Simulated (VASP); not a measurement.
# MgSnO4 (P6/mmm) in VASP: further runs, part 2 of 2

VASP 6.6.1.

## Step 5: Relaxation of cell and atoms, PBE

Input file INCAR:

```
ALGO = Normal
EDIFF = 1E-7
EDIFFG = -0.04
ENCUT = 600
GGA = PE
IBRION = 2
ISIF = 3
ISMEAR = 0
LASPH = T
LCHARG = F
LREAL = F
LWAVE = F
NELM = 80
NSW = 90
PREC = Accurate
SIGMA = 0.1
```

Input file KPOINTS:

```
k-points
0
Gamma
  6 6 4
```

Input file POSCAR:

```
MgSnO4
1.0
    3.2876321600      0.0000000000      0.0000000000
   -1.6438160800      2.8471729700      0.0000000000
    0.0000000000      0.0000000000      7.2999408800
Mg Sn O
1 1 4
Direct
    0.0000000000      0.0000000000      0.5000000000
    0.0000000000      0.0000000000      0.0000000000
    0.6666666700      0.3333333300      0.2336920100
    0.3333333300      0.6666666700      0.7663079900
    0.3333333300      0.6666666700      0.2336920100
    0.6666666700      0.3333333300      0.7663079900
```

Started as:

```
cat potpaw_PBE.64/Mg/POTCAR potpaw_PBE.64/Sn_d/POTCAR potpaw_PBE.64/O/POTCAR > POTCAR
mpirun -np 1 vasp_std > vasp.out
```

Run time: 9.8 min. Hardware: 1 thread of Oxide Virtual Turin-like, shared host; peak memory 0.21 GiB.

It converged, with:

```
Free energy                           : -26.6084 eV
Relaxed volume                        : 11.32 Å³/atom
Relaxed cell                          : a = 3.617 Å, b = 3.617 Å, c = 5.994 Å, α = 90.00°, β = 90.00°, γ = 120.00°
Space group after relaxing (to 0.1 Å) : P6/mmm (No. 191)
Energy gained by relaxing             : 614.4 meV/atom
Ionic steps                           : 13
Pressure after relaxing               : 0.3 GPa
Band gap on the k mesh                : zero (bands 20 and 21 overlap by 1.14 eV)
```

Stress tensor (GPa, compression positive):
```
0.35 0.00 0.00
0.00 0.35 0.00
0.00 0.00 0.11
```

The path:
| step | energy change (eV) | largest force (eV/Å) | pressure (GPa) | volume (Å³) |
| --- | --- | --- | --- | --- |
| 1 | 0.0000 | 1.2189 | 19.79 | 68.33 |
| 2 | -2.7274 | 0.5440 | -11.91 | 82.03 |
| 3 | -2.7278 | 0.5746 | -10.88 | 81.24 |
| 4 | -3.4431 | 0.4963 | -7.18 | 73.55 |
| 5 | -3.5190 | 0.3357 | -5.76 | 70.87 |
| 6 | -3.5215 | 0.2807 | -5.40 | 70.21 |
| 7 | -3.6086 | 0.2975 | 3.86 | 65.51 |
| 8 | -3.6243 | 0.2873 | 1.00 | 66.77 |
| 9 | -3.6452 | 0.2701 | 0.91 | 67.12 |
| 10 | -3.6849 | 0.0631 | -0.19 | 68.17 |
| 11 | -3.6857 | 0.0160 | -0.44 | 68.37 |
| 12 | -3.6857 | 0.0238 | -0.39 | 68.33 |
| 13 | -3.6861 | 0.0020 | 0.27 | 67.90 |

Final structure:
```yaml
crystal:
  lattice:
    - [3.61682, 0.00000, 0.00000]
    - [-1.80841, 3.13226, 0.00000]
    - [0.00000, 0.00000, 5.99392]
  atoms:
    - { symbol: Mg, position: [0.00000, 0.00000, 0.50000] }
    - { symbol: Sn, position: [0.00000, 0.00000, 0.00000] }
    - { symbol: O, position: [0.66667, 0.33333, 0.26395] }
    - { symbol: O, position: [0.33333, 0.66667, 0.73605] }
    - { symbol: O, position: [0.33333, 0.66667, 0.26395] }
    - { symbol: O, position: [0.66667, 0.33333, 0.73605] }
```

Levels at points of the mesh, in eV from the Fermi level:
```
           k point  band 16  band 17  band 18  band 19  band 20  band 21  band 22  band 23  band 24
(0.00, 0.00, 0.00)    -2.41    -1.65    -1.48    -1.48    -0.78    -0.78    -0.43     2.92     5.92
(0.50, 0.00, 0.00)    -2.19    -1.42    -0.93    -0.54    -0.47     0.53     0.64     3.62     5.42
(0.00, 0.00, 0.50)    -1.31    -1.31    -1.18    -0.99    -0.99    -0.94    -0.64     1.73     7.35
(0.50, 0.00, 0.50)    -2.69    -2.55    -0.68    -0.66    -0.15     0.54     0.63     4.25     4.44
```

Caveat: the k points lie up to 0.33 Å⁻¹ apart in the final cell, too coarse for converged energies and pressures of a metal; a cell axis changed by over 15 % at a fixed basis, so the end point is rough; spin-orbit coupling is left out, which moves the levels of the heavy elements.

## Step 6: Relaxation of cell and atoms, PBE

This run uses another cell than the first one, of the same volume but with other edges.

Input file INCAR:

```
SYSTEM = MgSnO4
ALGO = Fast ; EDIFF = 1E-6
EDIFFG = -0.01 ; ENCUT = 600
GGA = PE ; IBRION = 2
ISIF = 3 ; ISMEAR = 0
LASPH = .TRUE. ; LCHARG = .FALSE.
LREAL = .FALSE. ; LWAVE = .FALSE.
NELM = 80 ; NSW = 100
PREC = Accurate ; SIGMA = 0.1
```

Input file KPOINTS:

```
k-points
0
G
  12 12 6
  0 0 0
```

Input file POSCAR:

```
MgSnO4
1.0
    3.6234057470      0.0000000000      0.0000000000
   -1.8117028735      3.1379614251      0.0000000000
    0.0000000000      0.0000000000      6.0035434514
Mg Sn O
1 1 4
Direct
    0.0000000000      0.0000000000      0.5000000000
    0.0000000000      0.0000000000      0.0000000000
    0.6666666667      0.3333333333      0.2635644113
    0.3333333333      0.6666666667      0.7364355887
    0.3333333333      0.6666666667      0.2635644113
    0.6666666667      0.3333333333      0.7364355887
```

Potentials or basis: VASP PAW PBE potentials, release 64 (Mg, Sn_d, O).

Started as:

```
cat potpaw_PBE.64/Mg/POTCAR potpaw_PBE.64/Sn_d/POTCAR potpaw_PBE.64/O/POTCAR > POTCAR
mpirun -np 1 vasp_std > vasp.out
```

Run time: 16 min. Hardware: 1 thread of Oxide Virtual Turin-like, shared host; peak memory 0.29 GiB.

Results (log left out):

```yaml
Free_energy: -26.6265 eV
Relaxed_volume: 11.16 Å³/atom
Relaxed_cell: a = 3.623 Å, b = 3.623 Å, c = 5.890 Å, α = 90.00°, β = 90.00°, γ = 120.00°
Space_group_after_relaxing_to_0.1_Å: P6/mmm (No. 191)
Energy_gained_by_relaxing: 3.5 meV/atom
Ionic_steps: 6
Pressure_after_relaxing: 0.0 GPa
Band_gap_on_the_k_mesh: zero (bands 20 and 21 overlap by 1.43 eV)
```

The path:
```
step  energy change (eV)  largest force (eV/Å)  pressure (GPa)  volume (Å³)
   1              0.0000                0.1267           -1.21        68.26
   2             -0.0108                0.1290           -0.23        67.41
   3             -0.0142                0.1251            0.77        66.65
   4             -0.0187                0.0841            0.13        66.87
   5             -0.0192                0.0639           -0.18        66.98
   6             -0.0213                0.0009            0.03        66.94
```

Final structure:
```
CELL_PARAMETERS angstrom
3.62267 0.00000 0.00000
-1.81134 3.13733 0.00000
0.00000 0.00000 5.88974
ATOMIC_POSITIONS crystal
Mg 0.00000 0.00000 0.50000
Sn 0.00000 0.00000 0.00000
O 0.66667 0.33333 0.25747
O 0.33333 0.66667 0.74253
O 0.33333 0.66667 0.25747
O 0.66667 0.33333 0.74253
```

Levels at points of the mesh, in eV from the Fermi level:
| k point | band 18 | band 19 | band 20 | band 21 | band 22 | band 23 |
| --- | --- | --- | --- | --- | --- | --- |
| (0.00, 0.00, 0.00) | -1.59 | -1.59 | -0.79 | -0.79 | -0.38 | 2.80 |
| (0.50, 0.00, 0.00) | -0.96 | -0.54 | -0.22 | 0.51 | 0.63 | 4.13 |
| (0.00, 0.00, 0.50) | -1.11 | -1.03 | -0.99 | -0.99 | -0.60 | 1.63 |
| (0.50, 0.00, 0.50) | -0.72 | -0.66 | 0.06 | 0.53 | 0.61 | 4.17 |

Caveat: spin-orbit coupling is left out, which moves the levels of the heavy elements.

## Step 7: Summary

| task | cell | k mesh | cutoff (eV) | gap on the mesh (eV) | pressure (GPa) | relaxed volume (Å³/atom) | largest force (eV/Å) |
| --- | --- | --- | --- | --- | --- | --- | --- |
| single point | a = 3.288, b = 3.288, c = 7.300 Å, angles 90.0, 90.0, 120.0°, 6 atoms, atomic positions A | 6 × 6 × 4 | 520 | none | 19.9 | - | 1.22 |
| single point | a = 3.623, b = 3.623, c = 6.004 Å, angles 90.0, 90.0, 120.0°, 6 atoms, atomic positions B | 6 × 6 × 4 | 520 | none | -0.3 | - | 0.01 |
| single point | a = 3.627, b = 3.627, c = 5.902 Å, angles 90.0, 90.0, 120.0°, 6 atoms, atomic positions C | 12 × 12 × 6 | 520 | none | -0.3 | - | 0.02 |
| relaxation of cell and atoms | relaxed from a = 3.288, b = 3.288, c = 7.300 Å, angles 90.0, 90.0, 120.0°, 6 atoms, atomic positions A | 6 × 6 × 4 | 600 | none | 0.3 | 11.32 | - |
| relaxation of cell and atoms | relaxed from a = 3.623, b = 3.623, c = 6.004 Å, angles 90.0, 90.0, 120.0°, 6 atoms, atomic positions B | 12 × 12 × 6 | 600 | none | 0.0 | 11.16 | - |

Alike in all rows: level PBE; potentials or basis VASP PAW PBE potentials, release 64 (Mg, Sn_d, O); no spin polarisation; smearing gaussian 0.1 eV.

Caveats: some runs use coarse meshes; spin-orbit coupling is left out, which moves the levels of the heavy elements; forces of over 1 eV/Å act on the atoms, so gaps and moduli don't describe the material at rest (at least some runs); a cell axis changed by over 15 % at a fixed basis, so the end point is rough (at least some runs).

Absolute energies hang on the potentials; compare differences alone.
